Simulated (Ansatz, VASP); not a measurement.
## Two plane-wave programs on ZnS

Contents of INCAR:

```
PREC = Accurate
ENCUT = 600
EDIFF = 1E-6
ISMEAR = 0
SIGMA = 0.01
LREAL = False
LASPH = True
NELM = 100
ALGO = Normal
ISIF = 3
LWAVE = False
LCHARG = False
GGA = PE
IBRION = 2
NSW = 80
EDIFFG = -0.05
```

Contents of KPOINTS:

```
regular mesh
0
Gamma
  6 6 4
```

POSCAR

```
ZnS
1.0
    3.8110000000      0.0000000000      0.0000000000
   -1.9055000000      3.3004200000      0.0000000000
    0.0000000000      0.0000000000      6.2340000000
Zn S
2 2
Direct
    0.3333333333      0.6666666667      0.0000000000
    0.6666666667      0.3333333333      0.5000000000
    0.3333333333      0.6666666667      0.3850000000
    0.6666666667      0.3333333333      0.8850000000
```

Input for Ansatz:

```yaml
crystal:
  lattice:
    - [3.811, 0.0, 0.0]
    - [-1.9055, 3.30042, 0.0]
    - [0.0, 0.0, 6.234]
  atoms:
    - { symbol: Zn, position: [0.3333333333333333, 0.6666666666666666, 0.0] }
    - { symbol: Zn, position: [0.6666666666666666, 0.3333333333333333, 0.5] }
    - { symbol: S, position: [0.3333333333333333, 0.6666666666666666, 0.385] }
    - { symbol: S, position: [0.6666666666666666, 0.3333333333333333, 0.885] }
basis:
  ecutwfc: 550.0
kpoints:
  mp_grid:
    grid: [6, 6, 4]
hamiltonian:
  xc: pbe
  pseudopotentials:
    kind: paw
scf:
  occupations:
    method: fixed
relax:
  f_tol: 0.05
  cell: {}
```

Alike in both runs: task relaxation of cell and atoms; functional PBE; k mesh 6 × 6 × 4; no spin polarisation.

|  | VASP | Ansatz |
| --- | --- | --- |
| version | VASP 6.6.1 | Ansatz 0.2.0 |
| potentials or method | VASP PAW PBE potentials, release 64 (Zn, S), cutoff 600 eV | plane waves, PAW |
| occupations | gaussian, width 0.01 eV | fixed |
| valence electrons in the cell | 36 | 36 |

```tsv
	VASP	Ansatz	Ansatz less VASP
relaxed volume (Å³/atom)	20.20	20.19	-0.013
relaxed cell length with the largest relative difference (Å)	6.298	6.303	+0.0047
```
